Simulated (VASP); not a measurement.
## Li: single point with PBEsol

The system is Li.

```
CELL_PARAMETERS angstrom
5.11847 0.00000 0.00000
-2.55924 4.43273 0.00000
0.00000 0.00000 2.99550
ATOMIC_POSITIONS crystal
Li 0.00000 0.00000 0.00000
Li 0.33333 0.66667 0.50000
Li 0.66667 0.33333 0.50000
```

This isn't the form of Li at room conditions, which is bcc.

```
Program                : VASP 6.6.1
Task                   : single point
Functional             : PBEsol
Potentials or basis    : VASP PAW PBE potentials, release 64 (Li_sv)
Cutoff                 : 520 eV
k mesh                 : 8 × 8 × 12
Occupations            : fermi-dirac, width 0.1 eV
Spin                   : no spin polarisation
Dipole correction      : no
Further INCAR settings : ALGO = Normal; EDIFF = 1e-06; NBANDS = 12
```

```json
{
  "Band gap on the k mesh": "zero (an odd number of electrons rules out a gap without spin polarisation)"
}
```

Levels at points of the mesh, in eV from the Fermi level:
| k point | band 2 | band 3 | band 4 | band 5 | band 6 | band 7 |
| --- | --- | --- | --- | --- | --- | --- |
| (0.00, 0.00, 0.00) | -46.15 | -46.06 | -3.41 | 1.98 | 1.98 | 2.04 |
| (0.50, 0.00, 0.00) | -46.15 | -46.06 | -1.95 | -1.93 | 0.13 | 2.75 |
| (0.00, 0.00, 0.50) | -46.14 | -46.05 | -0.47 | 0.08 | 5.04 | 5.09 |
| (0.50, 0.00, 0.50) | -46.14 | -46.05 | 0.60 | 0.69 | 1.84 | 2.71 |

It took 21 s on 1 thread of Intel(R) Xeon(R) Platinum 8488C (Sapphire Rapids), on a shared host, peak memory 0.19 GiB.
